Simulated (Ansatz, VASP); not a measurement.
# Cu in VASP and in Ansatz

INCAR

```
PREC     = Accurate       # precision mode
ENCUT    = 600            # plane-wave cutoff, eV
EDIFF    = 1E-7           # SCF threshold, eV
ISMEAR   = 1              # smearing method
SIGMA    = 0.1            # smearing width, eV
LREAL    = F              # projectors in reciprocal space
LASPH    = T              # aspherical terms in the spheres
NELM     = 120            # most SCF steps
ALGO     = Normal         # electronic algorithm
ISIF     = 3              # what is computed and relaxed
LWAVE    = F              # write WAVECAR
LCHARG   = F              # write CHGCAR
GGA      = CA             # functional
IBRION   = 2              # ionic algorithm
NSW      = 50             # ionic steps
EDIFFG   = -0.01          # ionic threshold
GGA_COMPAT= F            
NELMIN   = 4
```

File KPOINTS:

```
regular mesh
0
Gamma
  11 11 3
```

The input POSCAR:

```
Cu
1.0
    2.5307640000      0.0000000000      0.0000000000
   -1.2653820000      2.1917060000      0.0000000000
    0.0000000000      0.0000000000      8.2618150000
Cu
4
Direct
    0.0000000000      0.0000000000      0.0000000000
    0.3333333333      0.6666666667      0.2500000000
    0.0000000000      0.0000000000      0.5000000000
    0.6666666667      0.3333333333      0.7500000000
```

Input for Ansatz:

```yaml
crystal:
  lattice:
    - [2.530764, 0.0, 0.0]
    - [-1.265382, 2.191706, 0.0]
    - [0.0, 0.0, 8.261815]
  atoms:
    - { symbol: Cu, position: [0.0, 0.0, 0.0] }
    - { symbol: Cu, position: [0.33333333333333337, 0.6666666666666666, 0.25] }
    - { symbol: Cu, position: [0.0, 0.0, 0.5] }
    - { symbol: Cu, position: [0.6666666666666666, 0.3333333333333333, 0.75] }
basis:
  ecutwfc: 550.0
kpoints:
  mp_grid:
    grid: [11, 11, 3]
hamiltonian:
  xc: lda
  dispersion: none
scf:
  occupations:
    method: methfessel_paxton
relax:
  max_steps: 30
  cell: {}
```

Alike in both runs: task relaxation of cell and atoms; functional LDA; k mesh 11 × 11 × 3; no spin polarisation.

```csv
,VASP,Ansatz
version,VASP 6.6.1,Ansatz 0.2.0
potentials or method,"VASP PAW LDA potentials, release 64 (Cu), cutoff 600 eV","plane waves, PAW"
occupations,"methfessel-paxton of order 1, width 0.1 eV",methfessel-paxton of order 1
valence electrons in the cell,44,76
```

|  | VASP | Ansatz | Ansatz less VASP |
| --- | --- | --- | --- |
| relaxed volume (Å³/atom) | 10.93 | 10.87 | -0.059 |
| relaxed cell length with the largest relative difference (Å) | 8.169 | 8.155 | -0.0148 |

LDA's correlation is that of Perdew and Zunger in VASP and of Perdew and Wang (1992) in Ansatz. VASP's potentials hold 44 valence electrons a cell and Ansatz's 76, so a difference there can come from the potentials and not from the codes.
